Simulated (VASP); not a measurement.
WC:

```
CELL_PARAMETERS angstrom
2.90650 0.00000 0.00000
-1.45325 2.51710 0.00000
0.00000 0.00000 2.83660
ATOMIC_POSITIONS crystal
W 0.00000 0.00000 0.00000
C 0.66667 0.33333 0.50000
```

| Property | Result |
| --- | --- |
| Program | VASP 6.6.1 |
| Task | relaxation of cell and atoms |
| Functional | LDA |
| Potentials or basis | VASP PAW LDA potentials, release 64 (W_sv, C) |
| Cutoff | 600 eV |
| k mesh | 16 × 16 × 14 |
| Occupations | fermi-dirac, width 0.05 eV |
| Spin | no spin polarisation |

At the start: pressure -7.5 GPa; volume 10.38 Å³/atom.

**Question.** How do energy, volume and symmetry change on relaxing?

**Answer.** Over 16 steps the energy falls by 4.5 meV/atom and the volume is 10.19 Å³/atom (-1.8 %); space group P-6m2 (No. 187, to 0.1 Å) before and after.

The path:
| step | energy change (eV) | largest force (eV/Å) | pressure (GPa) | volume (Å³) |
| --- | --- | --- | --- | --- |
| 1 | 0.0000 | 0.0000 | -7.50 | 20.75 |
| 2 | 0.0713 | 0.0000 | 25.25 | 19.33 |
| 3 | -0.0090 | 0.0000 | -0.20 | 20.39 |
| 4 | -0.0090 | 0.0000 | -0.04 | 20.38 |
| 5 | -0.0090 | 0.0000 | 0.11 | 20.37 |
| 6 | -0.0090 | 0.0000 | -0.32 | 20.39 |
| 7 | -0.0090 | 0.0000 | -0.07 | 20.38 |
| 8 | -0.0090 | 0.0000 | -0.07 | 20.38 |
| 9 | -0.0090 | 0.0000 | -0.06 | 20.38 |
| 10 | -0.0090 | 0.0000 | 0.10 | 20.37 |
| 11 | -0.0090 | 0.0000 | 0.02 | 20.37 |
| 12 | -0.0090 | 0.0000 | 0.02 | 20.38 |
| 13 | -0.0090 | 0.0000 | -0.02 | 20.38 |
| 14 | -0.0090 | 0.0000 | 0.00 | 20.38 |
| 15 | -0.0090 | 0.0000 | 0.00 | 20.38 |
| 16 | -0.0090 | 0.0000 | 0.00 | 20.38 |

Final structure:
```
W C
1.0
     2.88941    0.00000    0.00000
    -1.44470    2.50230    0.00000
     0.00000    0.00000    2.81813
W C
1 1
Direct
  0.00000 0.00000 0.00000
  0.66667 0.33333 0.50000
```
